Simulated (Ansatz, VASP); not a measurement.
## One calculation of InSe, two programs

```
CELL_PARAMETERS angstrom
4.99369 -2.05527 -0.00529
4.99369 2.05527 -0.00529
-1.36435 0.00000 4.27209
ATOMIC_POSITIONS crystal
In 0.88580 0.88580 0.02905
In 0.11420 0.11420 0.97095
Se 0.65472 0.65472 0.63749
Se 0.34528 0.34528 0.36251
```

Change from the starting cell: strain -0.1500 x Voigt [1, 0, 0, 0, 0, 0], atoms carried along.

Alike in both runs: task single point; functional PBEsol; k mesh 8 × 8 × 6; occupations gaussian, width 0.05 eV; no spin polarisation.

```csv
,VASP,Ansatz
version,VASP 6.6.1,Ansatz 0.2.0
potentials or method,"VASP PAW PBE potentials, release 64 (In_d, Se), cutoff 520 eV","scalar-relativistic, plane waves, PAW"
valence electrons in the cell,38,58
```

|  | VASP | Ansatz | Ansatz less VASP |
| --- | --- | --- | --- |
| gap on the k mesh at the Fermi level (eV) | 0.16 | 0.17 | +0.009 |
| least direct gap on the mesh (eV) | 0.85 | 0.86 | +0.009 |
| pressure (GPa) | 19.3 | 19.1 | -0.18 |
| traceless stress, the component that is largest in VASP (GPa) | 20.03 | 19.97 | -0.053 |
| rms of the force components (eV/Å) | 1.103 | 1.102 | -0.0017 |

VASP's potentials were made for PBE, not for PBEsol. Atom by atom the forces differ by 0.011 eV/Å (rms over components). VASP's potentials hold 38 valence electrons a cell and Ansatz's 58, so a difference there can come from the potentials and not from the codes.
